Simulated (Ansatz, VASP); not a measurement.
# KF in VASP and in Ansatz

INCAR

```
SYSTEM = KF
PREC     = Accurate       ! precision mode
ENCUT    = 520            ! plane-wave cutoff, eV
EDIFF    = 1E-7           ! SCF threshold, eV
ISMEAR   = 0              ! smearing method
SIGMA    = 0.05           ! smearing width, eV
LREAL    = .False.        ! projectors in reciprocal space
LASPH    = .True.         ! aspherical terms in the spheres
NELM     = 60             ! most SCF steps
ALGO     = Normal         ! electronic algorithm
ISIF     = 2              ! what is computed and relaxed
LWAVE    = .False.        ! write WAVECAR
LCHARG   = .False.        ! write CHGCAR
GGA      = CA             ! functional
NBANDS   = 15             ! bands
```

File KPOINTS:

```
Automatic mesh
0
Gamma
  8 8 8
  0 0 0
```

POSCAR

```
KF
1.0
    0.0000000000      2.6488306221      2.6488306221
    2.6488306221      0.0000000000      2.6488306221
    2.6488306221      2.6488306221      0.0000000000
K F
1 1
Direct
    0.0000000000      0.0000000000      0.0000000000
    0.5000000000      0.5000000000      0.5000000000
```

Input for Ansatz:

```yaml
crystal:
  lattice:
    - [0.0, 2.6488306221, 2.6488306221]
    - [2.6488306221, 0.0, 2.6488306221]
    - [2.6488306221, 2.6488306221, 0.0]
  atoms:
    - { symbol: K, position: [0.0, 0.0, 0.0] }
    - { symbol: F, position: [0.5, 0.5, 0.5] }
basis:
  ecutwfc: 520.0
kpoints:
  mp_grid: { grid: [8, 8, 8] }
hamiltonian:
  xc: lda
scf:
  occupations: { method: gaussian, width: 0.05 }
output:
  forces: true
  stress: true
  eigenvalues: true
```

Alike in both runs: task single point; functional LDA; k mesh 8 × 8 × 8; occupations gaussian, width 0.05 eV; no spin polarisation.

|  | VASP | Ansatz |
| --- | --- | --- |
| version | VASP 6.6.1 | Ansatz 0.2.0 |
| potentials or method | VASP PAW LDA potentials, release 64 (K_sv, F), cutoff 520 eV | scalar-relativistic, plane waves, PAW |
| valence electrons in the cell | 16 | 16 |

Ansatz gave:

- gap on the k mesh at the Fermi level (eV): 5.94
- least direct gap on the mesh (eV): 5.94
- pressure (GPa): -2.8

Question: What did VASP give for the same quantities?

Answer: gap on the k mesh at the Fermi level (eV): 5.92; least direct gap on the mesh (eV): 5.92; pressure (GPa): -2.7.

LDA's correlation is that of Perdew and Zunger in VASP and of Perdew and Wang (1992) in Ansatz.
